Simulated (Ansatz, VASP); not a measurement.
**One calculation of BAs, two programs**

Contents of POSCAR:

```
BAs
1.0
    0.0000000000      2.3918699019      2.3918699019
    2.3918699019      0.0000000000      2.3918699019
    2.3918699019      2.3918699019      0.0000000000
B As
1 1
Direct
    0.0000000000      0.0000000000      0.0000000000
    0.2500000000      0.2500000000      0.2500000000
```

INCAR.step1

```
PREC = Accurate
ENCUT = 550
ISMEAR = 0
SIGMA = 0.01
LREAL = False
LASPH = True
NELM = 120
NBANDS = 11
GGA = PE
ALGO = Normal
EDIFF = 1E-5
LWAVE = True
LCHARG = False
GGA_COMPAT = False
```

File INCAR.step2:

```
PREC = Accurate
ENCUT = 550
EDIFF = 1E-6
ISMEAR = 0
SIGMA = 0.01
LREAL = False
LASPH = True
NELM = 120
ALGO = Normal
ISIF = 2
LWAVE = False
LCHARG = False
METAGGA = R2SCAN
LMIXTAU = True
NBANDS = 11
ISTART = 1
GGA_COMPAT = False
```

File KPOINTS:

```
Automatic mesh
0
Gamma
  8 8 8
```

Input for Ansatz:

```yaml
crystal:
  lattice:
    - [0.0, 2.3918699019, 2.3918699019]
    - [2.3918699019, 0.0, 2.3918699019]
    - [2.3918699019, 2.3918699019, 0.0]
  atoms:
    - { symbol: B, position: [0.0, 0.0, 0.0] }
    - { symbol: As, position: [0.25, 0.25, 0.25] }
kpoints:
  mp_grid: { grid: [8, 8, 8] }
hamiltonian:
  xc: r2scan
scf:
  occupations: { method: fixed }
output:
  optics:
    e_range: [0, 10]
    de: 0.2
    sigma: 0.25
    scissors: 0
    scheme: fermi_dirac
    bands: scf
```

Alike in both runs: task single point; functional r2SCAN; k mesh 8 × 8 × 8; no spin polarisation.

|  | VASP | Ansatz |
| --- | --- | --- |
| version | VASP 6.6.1 | Ansatz 0.2.0 |
| potentials or method | VASP PAW PBE potentials, release 64 (B, As) | plane waves, PAW |
| plane-wave cutoff (eV) | 550 | 500 |
| occupations | gaussian, width 0.01 eV | fixed |
| valence electrons in the cell | 8 | 18 |

```tsv
	VASP	Ansatz	Ansatz less VASP
gap on the k mesh at the Fermi level (eV)	1.39	1.39	0.000
```

VASP's potentials were made for PBE, not for r2SCAN. VASP's potentials hold 8 valence electrons a cell and Ansatz's 18, so a difference there can come from the potentials and not from the codes.
